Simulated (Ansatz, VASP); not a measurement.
# Two plane-wave programs on Ir

```
Ir
1.0
     2.75138    0.00000    0.00000
    -1.37569    2.38276    0.00000
     0.00000    0.00000    4.46229
Ir
2
Direct
  0.66667 0.33333 0.75000
  0.33333 0.66667 0.25000
```

Alike in both runs: task single point; functional revPBE; k mesh 6 × 6 × 4; occupations gaussian, width 0.1 eV; no spin polarisation.

|  | VASP | Ansatz |
| --- | --- | --- |
| version | VASP 6.6.1 | Ansatz 0.2.0 |
| potentials or method | VASP PAW PBE potentials, release 64 (Ir), cutoff 500 eV | scalar-relativistic, plane waves, PAW |
| valence electrons in the cell | 18 | 34 |

|  | VASP | Ansatz | Ansatz less VASP |
| --- | --- | --- | --- |
| gap on the k mesh at the Fermi level (eV) | none | none | - |
| pressure (GPa) | 1.7 | 1.4 | -0.37 |
| traceless stress, the component that is largest in VASP (GPa) | -4.11 | -4.16 | -0.046 |

VASP's potentials were made for PBE, not for revPBE. A gap of «none» marks a metal or a gap that the smearing closes. VASP's potentials hold 18 valence electrons a cell and Ansatz's 34, so a difference there can come from the potentials and not from the codes.

The k mesh is coarse, so the values compare programs but aren't converged. Spin-orbit coupling is off throughout.
